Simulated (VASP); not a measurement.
# Mg7Se (P4mm) in VASP: relaxation of cell and atoms with PBE

Aim: the relaxation of cell and atoms of Mg7Se with PBE.

All numbers are computed with VASP 6.6.1; they aren't measurements. Logs are shortened: lines on timing, memory, paths and dates and some standing lists are left out, and cuts for length are marked.

**1. The cell of the first run**

It takes space group P4mm (No. 99, tetragonal). Conventional cell: a = 6.333 Å, b = 6.333 Å, c = 4.706 Å, α = 90.00°, β = 90.00°, γ = 90.00°. Within 3.6 Å of Mg (site symmetry m) lie 1 Se at 2.72 Å and 10 Mg at 3.01 to 3.32 Å. Within 4.2 Å of Mg (site symmetry 2mm) lie 10 Mg at 3.17 to 3.28 Å and 2 Se at 3.30 Å. Within 4.2 Å of Mg (site symmetry 4mm) lie 12 Mg at 3.16 to 3.19 Å. Within 3.6 Å of Se (site symmetry 4mm) lie 8 Mg at 2.72 to 3.30 Å.

The cell was generated, and may not be a known phase.

**2. Relaxation of cell and atoms, PBE**

INCAR reads:

```
PREC = Accurate
ENCUT = 600
EDIFF = 1E-6
ISMEAR = 0
SIGMA = 0.1
LREAL = F
LASPH = T
NELM = 80
ALGO = Fast
ISIF = 3
LWAVE = F
LCHARG = F
GGA = PE
IBRION = 2
NSW = 100
EDIFFG = -0.01
```

KPOINTS reads:

```
regular mesh
0
Gamma
  6 6 8
```

POSCAR reads:

```
Mg7Se
1.0
    6.3327080894      0.0000000000      0.0000000000
    0.0000000000      6.3327080894      0.0000000000
    0.0000000000      0.0000000000      4.7058451969
Mg Se
7 1
Direct
    0.2623968073      0.2623968073      0.0829862808
    0.7376031927      0.7376031927      0.0829862808
    0.7376031927      0.2623968073      0.0829862808
    0.2623968073      0.7376031927      0.0829862808
    0.5000000000      0.0000000000      0.5920561849
    0.0000000000      0.5000000000      0.5920561849
    0.5000000000      0.5000000000      0.5873603628
    0.0000000000      0.0000000000      0.7911013941
```

Potentials or basis: VASP PAW PBE potentials, release 64 (Mg, Se).

The run is started by

```console
$ cat potpaw_PBE.64/Mg/POTCAR potpaw_PBE.64/Se/POTCAR > POTCAR
$ mpirun -np 1 vasp_std > vasp.out
```

OUTCAR:

```text
PREC = Accurate
   ENCUT = 600
   EDIFF = 1E-6
   ISMEAR = 0
   LREAL = F
   LASPH = T
   NELM = 80
   ISIF = 3
   GGA = PE
   IBRION = 2
   NSW = 100
   EDIFFG = -0.01

 ion  position               nearest neighbor table
   1  0.262  0.262  0.083-   8 2.72   4 3.01   3 3.01   7 3.16   7 3.19   5 3.22   6 3.22   6 3.28
                             5 3.28   4 3.32   3 3.32
   2  0.738  0.738  0.083-   8 2.72   4 3.01   3 3.01   7 3.16   7 3.19   5 3.22   6 3.22   6 3.28
                             5 3.28   3 3.32   4 3.32
   3  0.738  0.262  0.083-   8 2.72   2 3.01   1 3.01   7 3.16   7 3.19   5 3.22   6 3.22   6 3.28
                             5 3.28   1 3.32   2 3.32
   4  0.262  0.738  0.083-   8 2.72   2 3.01   1 3.01   7 3.16   7 3.19   5 3.22   6 3.22   6 3.28
                             5 3.28   1 3.32   2 3.32
   5  0.500  0.000  0.592-   7 3.17   7 3.17   3 3.22   4 3.22   1 3.22   2 3.22   2 3.28   3 3.28
                             4 3.28   1 3.28
   6  0.000  0.500  0.592-   7 3.17   7 3.17   3 3.22   4 3.22   1 3.22   2 3.22   2 3.28   3 3.28
                             4 3.28   1 3.28
   7  0.500  0.500  0.587-   1 3.16   2 3.16   3 3.16   4 3.16   5 3.17   6 3.17   5 3.17   6 3.17
                             3 3.19   4 3.19   1 3.19   2 3.19
   8  0.000  0.000  0.791-   1 2.72   2 2.72   3 2.72   4 2.72

  LATTYP: Found a simple tetragonal cell.
 ALAT       =     6.3327080894
 C/A-ratio  =     0.7431015500

  Lattice vectors:

 A1 = (   6.3327080894,   0.0000000000,   0.0000000000)
 A2 = (   0.0000000000,   6.3327080894,   0.0000000000)
 A3 = (   0.0000000000,   0.0000000000,   4.7058451969)

Analysis of symmetry for initial positions (statically):
=====================================================================
 Subroutine PRICEL returns:
 Original cell was already a primitive cell.

 Routine SETGRP: Setting up the symmetry group for a
 simple tetragonal supercell.

 Subroutine GETGRP returns: Found  8 space group operations
 (whereof  8 operations were pure point group operations)
 out of a pool of 16 trial point group operations.

The static configuration has the point symmetry C_4v.

Analysis of symmetry for dynamics (positions and initial velocities):
=====================================================================
 Subroutine PRICEL returns:
 Original cell was already a primitive cell.

 Routine SETGRP: Setting up the symmetry group for a
 simple tetragonal supercell.

 Subroutine GETGRP returns: Found  8 space group operations
 (whereof  8 operations were pure point group operations)
 out of a pool of 16 trial point group operations.

The dynamic configuration has the point symmetry C_4v.

 Subroutine INISYM returns: Found  8 space group operations
 (whereof  8 operations are pure point group operations),
 and found     1 'primitive' translations

----------------------------------------------------------------------------------------

                                     Primitive cell

  volume of cell :     188.7194

  direct lattice vectors                    reciprocal lattice vectors
     6.332708089  0.000000000  0.000000000     0.157910326  0.000000000  0.000000000
     0.000000000  6.332708089  0.000000000     0.000000000  0.157910326  0.000000000
     0.000000000  0.000000000  4.705845197     0.000000000  0.000000000  0.212501678

  length of vectors
     6.332708089  6.332708089  4.705845197     0.157910326  0.157910326  0.212501678

  position of ions in fractional coordinates (direct lattice)
     0.262396807  0.262396807  0.082986281
     0.737603193  0.737603193  0.082986281
     0.737603193  0.262396807  0.082986281
     0.262396807  0.737603193  0.082986281
     0.500000000  0.000000000  0.592056185
     0.000000000  0.500000000  0.592056185
     0.500000000  0.500000000  0.587360363
     0.000000000  0.000000000  0.791101394

  ion indices of the primitive-cell ions
   primitive index   ion index
                 1           1
[... 39 lines left out ...]
  0.500000  0.000000  0.000000      2.000000
  0.166667  0.166667  0.000000      4.000000
  0.333333  0.166667  0.000000      8.000000
[... 16 lines left out ...]
  0.333333  0.000000  0.250000      8.000000
  0.500000  0.000000  0.250000      4.000000
 [... further k-points ...]
   k-points           NKPTS =     50   k-points in BZ     NKDIM =     50   number of bands    NBANDS=     15
   number of dos      NEDOS =    301   number of ions     NIONS =      8
   total plane-waves  NPLWV = 116640
   dimension x,y,z NGX =    54 NGY =   54 NGZ =   40
   dimension x,y,z NGXF=   108 NGYF=  108 NGZF=   80
   ions per type =               7   1
   NGX,Y,Z   is equivalent  to a cutoff of  14.18, 14.18, 14.13 a.u.
   NGXF,Y,Z  is equivalent  to a cutoff of  28.35, 28.35, 28.26 a.u.
 SYSTEM =  unknown system
   PREC   = accura    normal or accurate (medium, high low for compatibility)
   ISTART =      0    job   : 0-new  1-cont  2-samecut
   ICHARG =      2    charge: 1-file 2-atom 10-const
   ISPIN  =      1    spin polarized calculation?
   LNONCOLLINEAR =      F non collinear calculations
   LSORBIT =      F    spin-orbit coupling
   LASPH  =      T    aspherical Exc in radial PAW
   ENCUT  =  600.0 eV  44.10 Ry    6.64 a.u.  12.65 12.65  9.40*2*pi/ulx,y,z
   NELM   =     80;   NELMIN=  2; NELMDL= -5     # of ELM steps
   EDIFF  = 0.1E-05   stopping-criterion for ELM
   LREAL  =      F    real-space projection
   EDIFFG = -.1E-01   stopping-criterion for IOM
   NSW    =    100    number of steps for IOM
   IBRION =      2    ionic relax: 0-MD 1-quasi-New 2-CG
   NFREE  =      1    steps in history (QN), initial steepest desc. (CG)
   ISIF   =      3    stress and relaxation
   ISYM   =      2    0-nonsym 1-usesym 2-fastsym
   POTIM  = 0.5000    time-step for ionic-motion
   TEBEG  =    0.0;   TEEND  =   0.0 temperature during run
   PSTRESS=    0.0 pullay stress
   NELECT =      20.0000    total number of electrons
   NUPDOWN=      -1.0000    fix difference up-down
   EMIN   =  10.00;   EMAX   =-10.00  energy-range for DOS
   EFERMI =   0.00;   METHOD = LEGACY
   ISMEAR =     0;   SIGMA  =   0.10  broadening in eV -4-tet -1-fermi 0-gaus
   EFERMI_NEDOS =   21; number of points for ismear=-14 and -15
   IALGO  =     68    algorithm
   IMIX   =      4    mixing-type and parameters
     AMIX     =   0.40;   BMIX     =  1.00
     AMIX_MAG =   1.60;   BMIX_MAG =  1.00
  volume/ion in A,a.u.               =      23.59       159.19
  Fermi-wavevector in a.u.,A,eV,Ry     =   0.774722  1.464013  8.166141  0.600194
  Thomas-Fermi vector in A             =   1.876838
   LORBIT       =      0    0 simple, 1 ext, 2 COOP (PROOUT), +10 PAW based schemes
   GGA     = PE    functional components
   LHFCALC =     F    Hartree Fock is set to
   AEXX    =    0.0000 exact exchange contribution
   IVDW    =     0    specifies the selected vdW correction
   LEPSILON=     F    determine dielectric tensor
   LRPA    =     F    only Hartree local field effects (RPA)
 conjugate gradient relaxation of ions
 non-spin polarized calculation
 RMM-DIIS sequential band-by-band and
 Gauss-broadening in eV      SIGMA  =   0.10
  energy-cutoff  :      600.00
  volume of cell :      188.72
 maximum number of plane-waves:      6332
 NGX is ok and might be reduce to    54
   NGX = 25   NGY = 25   NGZ = 19

--------------------------------------- Ionic step        1  -------------------------------------------

 number of electron      20.0000000 magnetization

 Free energy of the ion-electron system (eV)
  ---------------------------------------------------
  ext. energy  EPLUGINS =         0.00000000
  ---------------------------------------------------
  free energy    TOTEN  =       -15.08263046 eV

  energy without entropy =      -15.07110059  energy(sigma->0) =      -15.07686552

------------------------ aborting loop because EDIFF is reached ----------------------------------------

  FORCE on cell =-STRESS in cart. coord.  units (eV):
  Direction    XX          YY          ZZ          XY          YZ          ZX
  --------------------------------------------------------------------------------------
  -------------------------------------------------------------------------------------
  Total        0.3297641      0.3297641     -0.6571048      0.0000000     -0.0000000      0.0000000
  in kB        2.7996093      2.7996093     -5.5786444      0.0000000     -0.0000000      0.0000000
  external PRESSURE =       0.0068581 kB  Pullay stress =       0.0000000 kB
[... 107 lines left out ...]
  FREE ENERGIE OF THE ION-ELECTRON SYSTEM (eV)
  ---------------------------------------------------
  free  energy   TOTEN  =       -15.0921093045 eV

  energy  without entropy=      -15.0821075456  energy(sigma->0) =      -15.08710843

[... ionic steps 4 to 7 ...]

--------------------------------------- Ionic step        8  -------------------------------------------

 number of electron      19.9999999 magnetization

------------------------ aborting loop because EDIFF is reached ----------------------------------------
[... 79 lines left out ...]
--------------------------------------- Ionic step       10  -------------------------------------------

 number of electron      19.9999999 magnetization

 Free energy of the ion-electron system (eV)
  ---------------------------------------------------
  ext. energy  EPLUGINS =         0.00000000
  ---------------------------------------------------
  free energy    TOTEN  =       -15.09299691 eV

  energy without entropy =      -15.08310894  energy(sigma->0) =      -15.08805293

 E-fermi :   2.9188     XC(G=0):  -8.5306

 val. band max:        2.9150637601   @ k =   0.0000   0.0000   0.3750
 cond. band min:       2.9245331754   @ k =   0.5000   0.0000   0.3750
 fundamental gap:      0.0094694152
 Fermi energy:         2.9188185528

 k-point     1 :       0.0000    0.0000    0.0000
  band No.  band energies     occupation
      1     -10.6675      2.00000
      2      -3.2628      2.00000
      3      -1.9352      2.00000
      4      -1.9352      2.00000
      5      -0.4044      2.00000
      6      -0.2788      2.00000
      7       1.2002      2.00000
      8       1.2002      2.00000
      9       1.5638      2.00000
     10       2.7425      1.98735
     11       3.6924      0.00000
     12       4.3057      0.00000
     13       5.0167      0.00000
     14       5.0167      0.00000
[... 401 lines left out ...]
      2      -3.1347      2.00000
      3      -1.8087      2.00000
      4      -1.5712      2.00000
      5      -0.7048      2.00000
      6      -0.5248      2.00000
      7       0.8074      2.00000
      8       0.8459      2.00000
      9       2.0792      2.00000
     10       2.3348      2.00000
     11       3.4484      0.00000
     12       3.5718      0.00000
     13       4.1407      0.00000
     14       4.3319      0.00000
     15       5.4361      0.00000

 [... further k-points ...]

------------------------ aborting loop because EDIFF is reached ----------------------------------------

  FORCE on cell =-STRESS in cart. coord.  units (eV):
  Direction    XX          YY          ZZ          XY          YZ          ZX
  --------------------------------------------------------------------------------------
  -------------------------------------------------------------------------------------
  Total       -0.0271275     -0.0271275     -0.0438247      0.0000000     -0.0000000      0.0000000
  in kB       -0.2310895     -0.2310895     -0.3733271      0.0000000     -0.0000000      0.0000000
  external PRESSURE =      -0.2785021 kB  Pullay stress =       0.0000000 kB
[... 23 lines left out ...]
  FREE ENERGIE OF THE ION-ELECTRON SYSTEM (eV)
  ---------------------------------------------------
  free  energy   TOTEN  =       -15.0929969120 eV

  energy  without entropy=      -15.0831089398  energy(sigma->0) =      -15.08805293

 reached required accuracy - stopping structural energy minimisation
```

Wall time 15 min (1 thread of Oxide Virtual Turin-like, shared host); peak memory 0.43 GiB.

What came out:

```
Free energy                           : -15.0930 eV
Relaxed volume                        : 23.51 Å³/atom
Relaxed cell                          : a = 6.374 Å, b = 6.374 Å, c = 4.629 Å, α = 90.00°, β = 90.00°, γ = 90.00°
Space group after relaxing (to 0.1 Å) : P4mm (No. 99)
Energy gained by relaxing             : 1.3 meV/atom
Ionic steps                           : 10
Pressure after relaxing               : 0.0 GPa
Largest force after relaxing          : 0.008 eV/Å
Band gap on the k mesh                : zero (bands 10 and 11 overlap by 1.98 eV)
```

Forces on the atoms (eV/Å):
```
Mg  -0.005 -0.005 -0.002
Mg   0.005  0.005 -0.002
Mg   0.005 -0.005 -0.002
Mg  -0.005  0.005 -0.002
Mg   0.000  0.000  0.005
Mg   0.000  0.000  0.005
Mg   0.000  0.000 -0.001
Se   0.000  0.000 -0.003
```

The path:
```tsv
step	energy change (eV)	largest force (eV/Å)	pressure (GPa)	volume (Å³)
1	0.0000	0.0679	0.00	188.72
2	-0.0041	0.0567	-0.03	188.72
3	-0.0095	0.0314	-0.09	188.70
4	-0.0095	0.0304	-0.09	188.69
5	-0.0099	0.0221	0.02	188.10
6	-0.0099	0.0225	0.05	187.92
7	-0.0101	0.0207	0.03	187.98
8	-0.0103	0.0187	0.00	188.08
9	-0.0103	0.0139	-0.01	188.08
10	-0.0104	0.0075	-0.03	188.08
```

Final structure:
```
Mg Se
1.0
     6.37449    0.00000    0.00000
     0.00000    6.37449    0.00000
     0.00000    0.00000    4.62859
Mg Se
7 1
Direct
  0.26227 0.26227 0.08496
  0.73772 0.73772 0.08496
  0.73772 0.26227 0.08496
  0.26227 0.73772 0.08496
  0.50000 0.00000 0.58752
  0.00000 0.50000 0.58752
  0.50000 0.50000 0.59236
  0.00000 0.00000 0.78728
```

Levels at points of the mesh, in eV from the Fermi level:
```
           k point  band 7  band 8  band 9  band 10  band 11  band 12  band 13  band 14
(0.00, 0.00, 0.00)   -1.72   -1.72   -1.36    -0.18     0.77     1.39     2.10     2.10
(0.50, 0.00, 0.00)   -2.49   -1.37   -0.31     0.41     0.92     1.27     1.37     2.25
(0.50, 0.50, 0.00)   -2.25   -1.65    0.92     1.30     1.42     1.42     1.51     1.61
(0.00, 0.00, 0.50)   -1.90   -1.37   -1.37    -1.33    -0.18    -0.18     0.45     1.44
(0.50, 0.00, 0.50)   -2.60   -2.12   -0.95    -0.78    -0.68    -0.20     0.47     1.78
(0.50, 0.50, 0.50)   -3.24   -3.24   -0.90    -0.90     0.73     1.37     2.68     2.79
```
